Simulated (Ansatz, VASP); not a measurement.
**Nb: VASP beside Ansatz**

```xyz
1
Lattice="-1.6476 1.6476 1.6972 1.6476 -1.6476 1.6972 1.6476 1.6476 -1.6972" Properties=species:S:1:pos:R:3 pbc="T T T"
Nb    0.0000    0.0000    0.0000
```

Change from the starting cell: strain_z_fixed_volume = 0.02.

Alike in both runs: task single point; functional PBEsol; k mesh 11 × 11 × 11; occupations fermi-dirac, width 0.05 eV; no spin polarisation.

|  | VASP | Ansatz |
| --- | --- | --- |
| version | VASP 6.6.1 | Ansatz 0.2.0 |
| potentials or method | VASP PAW PBE potentials, release 64 (Nb_sv), cutoff 500 eV | all-electron LAPW, scalar-relativistic |

|  | VASP | Ansatz | Ansatz less VASP |
| --- | --- | --- | --- |
| gap on the k mesh at the Fermi level (eV) | none | none | - |
| pressure (GPa) | -8.1 | -7.8 | +0.33 |
| traceless stress, the component that is largest in VASP (GPa) | -1.95 | -1.94 | +0.005 |

VASP's potentials were made for PBE, not for PBEsol. A gap of «none» marks a metal or a gap that the smearing closes. Ansatz ran all-electron here, and VASP with PAW potentials.
